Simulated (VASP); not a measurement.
# As (R-3m) in VASP: further runs

As is run at these levels: LDA; tasks: single point.

Program: VASP 6.6.1. These are calculated values, not measurements. Logs are shortened: lines on timing, memory, paths and dates and some standing lists are left out, and cuts for length are marked.

## (1) The cell of the first run

It takes space group R-3m (No. 166, trigonal). The conventional cell has a = 3.760 Å, b = 3.760 Å, c = 9.983 Å, α = 90.00°, β = 90.00°, γ = 120.00°. As (site symmetry 3m) has 6 As at 2.52 to 2.99 Å within 3.3 Å.

## (2) Single point, LDA

File INCAR:

```
SYSTEM = As
PREC     = Accurate       ! precision mode
ENCUT    = 500            ! plane-wave cutoff, eV
EDIFF    = 1E-6           ! SCF threshold, eV
ISMEAR   = -1             ! smearing method
SIGMA    = 0.03           ! smearing width, eV
LREAL    = .False.        ! projectors in reciprocal space
LASPH    = .True.         ! aspherical terms in the spheres
NELM     = 120            ! most SCF steps
ALGO     = Normal         ! electronic algorithm
ISIF     = 2              ! what is computed and relaxed
LWAVE    = .False.        ! write WAVECAR
LCHARG   = .True.         ! write CHGCAR
LELF     = .True.         ! ELF
LVHAR    = .True.       
NBANDS   = 12             ! bands
GGA_COMPAT= .False.
```

File KPOINTS:

```
regular mesh
0
Gamma
  10 10 10
  0 0 0
```

File POSCAR:

```
As
1.0
    1.8799878575      1.0854114956      3.3276505507
   -1.8799878575      1.0854114956      3.3276505507
    0.0000000000     -2.1708229912      3.3276505507
As
2
Direct
    0.7695128170      0.7695128170      0.7695128170
    0.2304871830      0.2304871830      0.2304871830
```

Potentials or basis: VASP PAW LDA potentials, release 64 (As).

Run with:

```bash
$ cat potpaw_LDA.64/As/POTCAR > POTCAR
$ mpirun -np 1 vasp_std > vasp.out
```

OUTCAR:

```text
SYSTEM = As
   PREC = Accurate
   ENCUT = 500
   EDIFF = 1E-6
   ISMEAR = -1
   LREAL = .False.
   LASPH = .True.
   NELM = 120
   ISIF = 2

 ion  position               nearest neighbor table
   1  0.770  0.770  0.770-   2 2.52   2 2.52   2 2.52
   2  0.230  0.230  0.230-   1 2.52   1 2.52   1 2.52

  LATTYP: Found a trigonal (rhomboedric) cell.
 ALAT       =     3.9731260547
 COS(alpha) =     0.5522089635

  Lattice vectors:

 A1 = (   1.8799878575,   1.0854114956,   3.3276505507)
 A2 = (  -1.8799878575,   1.0854114956,   3.3276505507)
 A3 = (   0.0000000000,  -2.1708229912,   3.3276505507)

Analysis of symmetry for initial positions (statically):
=====================================================================
 Subroutine PRICEL returns:
 Original cell was already a primitive cell.

 Routine SETGRP: Setting up the symmetry group for a
 trigonal (rhombohedral) supercell.

 Subroutine GETGRP returns: Found 12 space group operations
 (whereof 12 operations were pure point group operations)
 out of a pool of 12 trial point group operations.

The static configuration has the point symmetry D_3d.

Analysis of symmetry for dynamics (positions and initial velocities):
=====================================================================
 Subroutine PRICEL returns:
 Original cell was already a primitive cell.

 Routine SETGRP: Setting up the symmetry group for a
 trigonal (rhombohedral) supercell.

 Subroutine GETGRP returns: Found 12 space group operations
 (whereof 12 operations were pure point group operations)
 out of a pool of 12 trial point group operations.

The dynamic configuration has the point symmetry D_3d.

 Subroutine INISYM returns: Found 12 space group operations
 (whereof 12 operations are pure point group operations),
 and found     1 'primitive' translations

----------------------------------------------------------------------------------------

                                     Primitive cell

  volume of cell :      40.7416

  direct lattice vectors                    reciprocal lattice vectors
     1.879987857  1.085411496  3.327650551     0.265959165  0.153551595  0.100170775
    -1.879987857  1.085411496  3.327650551    -0.265959165  0.153551595  0.100170775
     0.000000000 -2.170822991  3.327650551     0.000000000 -0.307103191  0.100170775

  length of vectors
     3.973126055  3.973126055  3.973126055     0.323027172  0.323027172  0.323027172

  position of ions in fractional coordinates (direct lattice)
     0.769512817  0.769512817  0.769512817
     0.230487183  0.230487183  0.230487183

[... 86 lines left out ...]
   PSTRESS=    0.0 pullay stress
   NELECT =      10.0000    total number of electrons
   NUPDOWN=      -1.0000    fix difference up-down
   EMIN   =  10.00;   EMAX   =-10.00  energy-range for DOS
   EFERMI =   0.00;   METHOD = LEGACY
   ISMEAR =    -1;   SIGMA  =   0.03  broadening in eV -4-tet -1-fermi 0-gaus
   EFERMI_NEDOS =   21; number of points for ismear=-14 and -15
   IALGO  =     38    algorithm
   IMIX   =      4    mixing-type and parameters
     AMIX     =   0.40;   BMIX     =  1.00
     AMIX_MAG =   1.60;   BMIX_MAG =  1.00
  volume/ion in A,a.u.               =      20.37       137.47
  Fermi-wavevector in a.u.,A,eV,Ry     =   1.025011  1.936991 14.294939  1.050648
  Thomas-Fermi vector in A             =   2.158829
   LORBIT       =      0    0 simple, 1 ext, 2 COOP (PROOUT), +10 PAW based schemes
   GGA     = CA    functional components
   LHFCALC =     F    Hartree Fock is set to
   AEXX    =    0.0000 exact exchange contribution
   IVDW    =     0    specifies the selected vdW correction
   LEPSILON=     F    determine dielectric tensor
   LRPA    =     F    only Hartree local field effects (RPA)
 non-spin polarized calculation
  energy-cutoff  :      500.00
  volume of cell :       40.74
 maximum number of plane-waves:      1060
 NGX is ok and might be reduce to    30
   NGX = 15   NGY = 15   NGZ = 15

 number of electron      10.0000001 magnetization

 Free energy of the ion-electron system (eV)
  ---------------------------------------------------
  ext. energy  EPLUGINS =         0.00000000
  ---------------------------------------------------
  free energy    TOTEN  =       -10.78923365 eV

  energy without entropy =      -10.78875079  energy(sigma->0) =      -10.78899222

 E-fermi :   5.9948     XC(G=0): -10.4164

 val. band max:        5.9642115538   @ k =   0.4000   0.3000   0.3000
 cond. band min:       6.1297454917   @ k =   0.4000   0.1000   0.1000
 fundamental gap:      0.1655339379
 Fermi energy:         5.9947723142

 k-point     1 :       0.0000    0.0000    0.0000
  band No.  band energies     occupation
      1      -9.3307      2.00000
      2       0.5277      2.00000
      3       3.6152      2.00000
      4       3.8883      2.00000
      5       3.8883      2.00000
      6       8.1515      0.00000
      7       9.1830      0.00000
      8       9.1830      0.00000
      9      12.4800      0.00000
     10      12.4800      0.00000
     11      12.9133      0.00000
     12      14.6060      0.00000
[... 331 lines left out ...]
 k-point    24 :       0.4000    0.3000    0.0000
  band No.  band energies     occupation
      1      -7.2801      2.00000
      2      -2.9970      2.00000
      3       0.6678      2.00000
      4       1.9493      2.00000
      5       2.4586      2.00000
      6       8.3050      0.00000
      7      10.6844      0.00000
      8      11.0100      0.00000
      9      11.6031      0.00000
     10      16.7387      0.00000
     11      17.0926      0.00000
     12      17.9336      0.00000

 [... further k-points ...]

------------------------ aborting loop because EDIFF is reached ----------------------------------------

  FORCE on cell =-STRESS in cart. coord.  units (eV):
  Direction    XX          YY          ZZ          XY          YZ          ZX
  --------------------------------------------------------------------------------------
  -------------------------------------------------------------------------------------
  Total        0.1453607      0.1453607      0.0646056      0.0000000      0.0000000      0.0000000
  in kB        5.7163536      5.7163536      2.5406363      0.0000000      0.0000000      0.0000000
  external PRESSURE =       4.6577812 kB  Pullay stress =       0.0000000 kB

 VOLUME and BASIS-vectors are now :
 -----------------------------------------------------------------------------
  energy-cutoff  :      500.00
  volume of cell :       40.74
      direct lattice vectors                 reciprocal lattice vectors
     1.879987857  1.085411496  3.327650551     0.265959165  0.153551595  0.100170775
    -1.879987857  1.085411496  3.327650551    -0.265959165  0.153551595  0.100170775
     0.000000000 -2.170822991  3.327650551     0.000000000 -0.307103191  0.100170775

 POSITION                                       TOTAL-FORCE (eV/Angst)
 -----------------------------------------------------------------------------------
      0.00000      0.00000      7.68201         0.000000     -0.000000     -0.058020
      0.00000      0.00000      2.30094         0.000000      0.000000      0.058020
 -----------------------------------------------------------------------------------
    total drift:                               -0.000000      0.000000      0.000000

  FREE ENERGIE OF THE ION-ELECTRON SYSTEM (eV)
  ---------------------------------------------------
  free  energy   TOTEN  =       -10.7892336512 eV

  energy  without entropy=      -10.7887507945  energy(sigma->0) =      -10.78899222
```

OSZICAR:

```text
N       E                     dE             d eps       ncg     rms          rms(c)
DAV:   1     0.269522308453E+02    0.26952E+02   -0.40960E+03  2784   0.674E+02
DAV:   2    -0.922985173281E+01   -0.36182E+02   -0.34522E+02  3736   0.110E+02
DAV:   3    -0.108241880067E+02   -0.15943E+01   -0.15835E+01  3464   0.237E+01
DAV:   4    -0.108319510388E+02   -0.77630E-02   -0.77626E-02  3188   0.187E+00
DAV:   5    -0.108319695596E+02   -0.18521E-04   -0.18520E-04  3448   0.981E-02    0.367E+00
DAV:   6    -0.108038364072E+02    0.28133E-01   -0.72027E-03  3132   0.446E-01    0.216E+00
DAV:   7    -0.107892452996E+02    0.14591E-01   -0.13792E-02  3136   0.638E-01    0.689E-02
DAV:   8    -0.107892300524E+02    0.15247E-04   -0.30679E-04  3256   0.112E-01    0.226E-02
DAV:   9    -0.107892342480E+02   -0.41957E-05   -0.24047E-05  3352   0.266E-02    0.808E-03
DAV:  10    -0.107892336512E+02    0.59680E-06   -0.17433E-06  2232   0.712E-03
   1 F= -.10789234E+02 E0= -.10788992E+02  d E =-.482857E-03
```

Run time: 68 s. Hardware: 1 thread of Intel Xeon Platinum 8375C at 2.90GHz (Ice Lake), shared host; peak memory 0.17 GiB.

What came out:

```
Free energy            : -10.7892 eV
Pressure               : 0.5 GPa
Largest force          : 0.058 eV/Å
Band gap on the k mesh : zero (band 5 reaches 5.96 eV, above the bottom of band 6 at 5.74 eV)
```

Forces in eV/Å, atoms in the order of the input:
```
As   0.000  0.000 -0.058
As   0.000  0.000  0.058
```

Levels at points of the mesh, in eV from the Fermi level:
| k point | band 2 | band 3 | band 4 | band 5 | band 6 | band 7 | band 8 | band 9 |
| --- | --- | --- | --- | --- | --- | --- | --- | --- |
| (0.00, 0.00, 0.00) | -5.47 | -2.38 | -2.11 | -2.11 | 2.16 | 3.19 | 3.19 | 6.49 |
| (0.50, 0.00, 0.00) | -11.41 | -2.59 | -2.37 | -0.32 | -0.26 | 0.27 | 0.87 | 9.50 |
| (0.50, 0.50, 0.00) | -9.57 | -6.46 | -4.44 | -4.38 | 1.54 | 5.85 | 6.82 | 7.89 |
| (0.50, 0.50, 0.50) | -10.49 | -1.74 | -1.74 | -0.66 | 0.33 | 0.33 | 1.61 | 8.55 |

## (3) Single point, LDA

File INCAR:

```
ALGO = Normal ; EDIFF = 1E-6
ENCUT = 500 ; GGA_COMPAT = False
ISIF = 2 ; ISMEAR = -1
LASPH = True ; LCHARG = False
LREAL = False ; LWAVE = False
NBANDS = 12 ; NELM = 120
PREC = Accurate ; SIGMA = 0.1
```

File KPOINTS:

```
k-points
0
Gamma
  10 10 10
```

POSCAR is that of step 2.

Potentials or basis: VASP PAW LDA potentials, release 64 (As).

Run with:

```bash
$ cat potpaw_LDA.64/As/POTCAR > POTCAR
$ mpirun -np 1 vasp_std > vasp.out
```

OUTCAR:

```text
EDIFF = 1E-6
   ENCUT = 500
   ISIF = 2
   ISMEAR = -1
   LASPH = True
   LREAL = False
   NELM = 120
   PREC = Accurate

 ion  position               nearest neighbor table
   1  0.770  0.770  0.770-   2 2.52   2 2.52   2 2.52
   2  0.230  0.230  0.230-   1 2.52   1 2.52   1 2.52

  LATTYP: Found a trigonal (rhomboedric) cell.
 ALAT       =     3.9731260547
 COS(alpha) =     0.5522089635

  Lattice vectors:

 A1 = (   1.8799878575,   1.0854114956,   3.3276505507)
[... 543 lines left out ...]

 [... further k-points ...]

------------------------ aborting loop because EDIFF is reached ----------------------------------------

  FORCE on cell =-STRESS in cart. coord.  units (eV):
  Direction    XX          YY          ZZ          XY          YZ          ZX
  --------------------------------------------------------------------------------------
  -------------------------------------------------------------------------------------
  Total        0.1320252      0.1320252      0.0920219      0.0000000     -0.0000000     -0.0000000
  in kB        5.1919326      5.1919326      3.6187891      0.0000000     -0.0000000     -0.0000000
  external PRESSURE =       4.6675514 kB  Pullay stress =       0.0000000 kB

 VOLUME and BASIS-vectors are now :
 -----------------------------------------------------------------------------
  energy-cutoff  :      500.00
  volume of cell :       40.74
      direct lattice vectors                 reciprocal lattice vectors
     1.879987857  1.085411496  3.327650551     0.265959165  0.153551595  0.100170775
    -1.879987857  1.085411496  3.327650551    -0.265959165  0.153551595  0.100170775
     0.000000000 -2.170822991  3.327650551     0.000000000 -0.307103191  0.100170775

 POSITION                                       TOTAL-FORCE (eV/Angst)
 -----------------------------------------------------------------------------------
      0.00000      0.00000      7.68201         0.000000      0.000000     -0.068910
      0.00000      0.00000      2.30094         0.000000     -0.000000      0.068910
 -----------------------------------------------------------------------------------
    total drift:                               -0.000000      0.000000      0.000000

  FREE ENERGIE OF THE ION-ELECTRON SYSTEM (eV)
  ---------------------------------------------------
  free  energy   TOTEN  =       -10.7915698765 eV

  energy  without entropy=      -10.7855084808  energy(sigma->0) =      -10.78853918
```

OSZICAR:

```text
N       E                     dE             d eps       ncg     rms          rms(c)
DAV:   1     0.269379838637E+02    0.26938E+02   -0.40960E+03  2784   0.674E+02
DAV:   2    -0.923261060769E+01   -0.36171E+02   -0.34508E+02  3736   0.110E+02
DAV:   3    -0.108266210265E+02   -0.15940E+01   -0.15831E+01  3464   0.237E+01
DAV:   4    -0.108343772288E+02   -0.77562E-02   -0.77555E-02  3188   0.187E+00
DAV:   5    -0.108343957262E+02   -0.18497E-04   -0.18497E-04  3448   0.980E-02    0.367E+00
DAV:   6    -0.108062139274E+02    0.28182E-01   -0.70622E-03  3128   0.446E-01    0.216E+00
DAV:   7    -0.107915827503E+02    0.14631E-01   -0.13769E-02  3136   0.640E-01    0.694E-02
DAV:   8    -0.107915664617E+02    0.16289E-04   -0.32774E-04  3248   0.115E-01    0.207E-02
DAV:   9    -0.107915702598E+02   -0.37981E-05   -0.20872E-05  3356   0.255E-02    0.826E-03
DAV:  10    -0.107915698765E+02    0.38328E-06   -0.14680E-06  2204   0.656E-03
   1 F= -.10791570E+02 E0= -.10788539E+02  d E =-.606140E-02
```

Wall time 62 s (1 thread of Intel Xeon Platinum 8375C at 2.90GHz (Ice Lake), shared host); peak memory 0.17 GiB.

Results:

```
Free energy            : -10.7916 eV
Pressure               : 0.5 GPa
Largest force          : 0.069 eV/Å
Band gap on the k mesh : zero (band 5 reaches 5.96 eV, above the bottom of band 6 at 5.74 eV)
```

Forces in eV/Å, atoms in the order of the input:
```
As   0.000  0.000 -0.069
As   0.000  0.000  0.069
```

## (4) Single point, LDA

File INCAR:

```
SYSTEM = As
PREC = Accurate
ENCUT = 500
EDIFF = 1E-6
ISMEAR = -1
SIGMA = 0.2
LREAL = .False.
LASPH = .True.
NELM = 120
ALGO = Normal
ISIF = 2
LWAVE = .False.
LCHARG = .False.
GGA = CA
NBANDS = 12
GGA_COMPAT = .False.
```

File KPOINTS:

```
Automatic mesh
0
Gamma
  10 10 10
  0 0 0
```

POSCAR is that of step 3.

Run with:

```bash
$ cat potpaw_LDA.64/As/POTCAR > POTCAR
$ mpirun -np 1 vasp_std > vasp.out
```

Run time: 66 s. Hardware: 1 thread of Intel Xeon Platinum 8375C at 2.90GHz (Ice Lake), shared host; peak memory 0.17 GiB.

The run converged. Its results:

- Free energy: -10.8053 eV
- Pressure: 0.5 GPa
- Largest force: 0.108 eV/Å
- Band gap on the k mesh: zero (band 5 reaches 5.96 eV, above the bottom of band 6 at 5.73 eV)

Forces in eV/Å, atoms in the order of the input:
```
As   0.000  0.000 -0.108
As   0.000  0.000  0.108
```

Stress tensor (GPa, compression positive):
```
0.42 0.00 0.00
0.00 0.42 0.00
0.00 0.00 0.54
```

Levels at points of the mesh, in eV from the Fermi level:
| k point | band 3 | band 4 | band 5 | band 6 | band 7 | band 8 |
| --- | --- | --- | --- | --- | --- | --- |
| (0.00, 0.00, 0.00) | -2.37 | -2.09 | -2.09 | 2.17 | 3.20 | 3.20 |
| (0.50, 0.00, 0.00) | -2.58 | -2.36 | -0.31 | -0.25 | 0.28 | 0.88 |
| (0.50, 0.50, 0.00) | -6.45 | -4.42 | -4.37 | 1.55 | 5.86 | 6.83 |
| (0.50, 0.50, 0.50) | -1.72 | -1.72 | -0.65 | 0.34 | 0.34 | 1.62 |

[end of part 1 of 2]
